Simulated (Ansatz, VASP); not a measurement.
**AlRu: VASP beside Ansatz**

```
Al Ru
1.0
     2.99160    0.00000    0.00000
     0.00000    2.99160    0.00000
     0.00000    0.00000    2.99160
Al Ru
1 1
Cartesian
  0.0000 0.0625 0.0000
  1.4958 1.4958 1.4958
```

Change from the starting cell: all Al atoms moved +0.062 Å, as atom 1 along Cartesian [0 1 0].

Alike in both runs: task single point; functional PBE; k mesh 16 × 16 × 16; occupations gaussian, width 0.15 eV; no spin polarisation.

```csv
,VASP,Ansatz
version,VASP 6.6.1,Ansatz 0.2.0
potentials or method,"VASP PAW PBE potentials, release 64 (Al, Ru_pv), cutoff 520 eV","scalar-relativistic, plane waves, PAW"
valence electrons in the cell,17,19
```

VASP gave:

| Quantity | Value |
| --- | --- |
| gap on the k mesh at the Fermi level (eV) | none |
| pressure (GPa) | 2.9 |
| traceless stress, the component that is largest in VASP (GPa) | -0.21 |
| rms of the force components (eV/Å) | 0.282 |

Q: Which values does Ansatz return?

A: gap on the k mesh at the Fermi level (eV): none; pressure (GPa): 2.9; traceless stress, the component that is largest in VASP (GPa): -0.21; rms of the force components (eV/Å): 0.281.

Atom by atom the forces differ by 0.002 eV/Å (rms over components). A gap of «none» marks a metal or a gap that the smearing closes. The functional is the same, so the differences come from potentials, cutoffs and numerics. VASP's potentials hold 17 valence electrons a cell and Ansatz's 19, so a difference there can come from the potentials and not from the codes.
